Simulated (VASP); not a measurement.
Write the native input for VASP 6.6.1 that does the following.

```
Task                   : single point
Functional             : r2SCAN
Potentials or basis    : VASP PAW PBE potentials, release 64 (Mg_sv, B)
Cutoff                 : 750 eV
k mesh                 : 12 × 12 × 10
Occupations            : gaussian, width 0.05 eV
Spin                   : no spin polarisation
Dipole correction      : no
Mended                 : yes
Further INCAR settings : ALGO = Normal; EDIFF = 1e-06; NBANDS = 15
```

The system is MgB2.

```
Mg B
1.0
     3.07215    0.00000    0.00000
    -1.53607    2.66056    0.00000
     0.00000    0.00000    3.49936
Mg B
1 2
Direct
  0.00000 0.00000 0.00000
  0.33333 0.66667 0.50000
  0.66667 0.33333 0.50000
```

One way to write it, as run:

POSCAR

```
MgB2
1.0
    3.0721480083      0.0000000000      0.0000000000
   -1.5360740041      2.6605582194      0.0000000000
    0.0000000000      0.0000000000      3.4993583942
Mg B
1 2
Direct
    0.0000000000      0.0000000000      0.0000000000
    0.3333333333      0.6666666667      0.5000000000
    0.6666666667      0.3333333333      0.5000000000
```

INCAR.step1

```
SYSTEM = MgB2
PREC     = Accurate       ! precision mode
ENCUT    = 750            ! plane-wave cutoff, eV
ISMEAR   = 0              ! smearing method
SIGMA    = 0.05           ! smearing width, eV
LREAL    = .FALSE.        ! projectors in reciprocal space
LASPH    = .TRUE.         ! aspherical terms in the spheres
NELM     = 120            ! most SCF steps
NBANDS   = 15             ! bands
GGA      = PE             ! functional
ALGO     = Normal         ! electronic algorithm
EDIFF    = 1E-5           ! SCF threshold, eV
LWAVE    = .TRUE.         ! write WAVECAR
LCHARG   = .FALSE.        ! write CHGCAR
GGA_COMPAT= .FALSE.
```

INCAR.step2

```
SYSTEM = MgB2
PREC     = Accurate       ! precision mode
ENCUT    = 750            ! plane-wave cutoff, eV
EDIFF    = 1E-6           ! SCF threshold, eV
ISMEAR   = 0              ! smearing method
SIGMA    = 0.05           ! smearing width, eV
LREAL    = .FALSE.        ! projectors in reciprocal space
LASPH    = .TRUE.         ! aspherical terms in the spheres
NELM     = 120            ! most SCF steps
ALGO     = Normal         ! electronic algorithm
ISIF     = 2              ! what is computed and relaxed
LWAVE    = .FALSE.        ! write WAVECAR
LCHARG   = .FALSE.        ! write CHGCAR
METAGGA  = R2SCAN         ! meta-GGA
LMIXTAU  = .TRUE.       
NBANDS   = 15             ! bands
ISTART   = 1            
GGA_COMPAT= .FALSE.
```

KPOINTS

```
Automatic mesh
0
G
  12 12 10
  0 0 0
```

Potentials or basis: VASP PAW PBE potentials, release 64 (Mg_sv, B).

Run with:

```console
$ cat potpaw_PBE.64/Mg_sv/POTCAR potpaw_PBE.64/B/POTCAR > POTCAR
$ cp INCAR.step1 INCAR
$ mpirun -np 1 vasp_std > vasp.out
$ cp INCAR.step2 INCAR
$ mpirun -np 1 vasp_std > vasp.out
```

Results of the run:

The pressure is -0.2 GPa and the band gap on the k mesh is zero (bands 8 and 9 overlap by 4.04 eV).

Caveat: the PAW data sets were made with another functional, which shifts forces and pressure a little.

Run time: 3.7 min on 1 thread of Intel(R) Xeon(R) Platinum 8488C (Sapphire Rapids), on a shared host, peak memory 0.22 GiB.
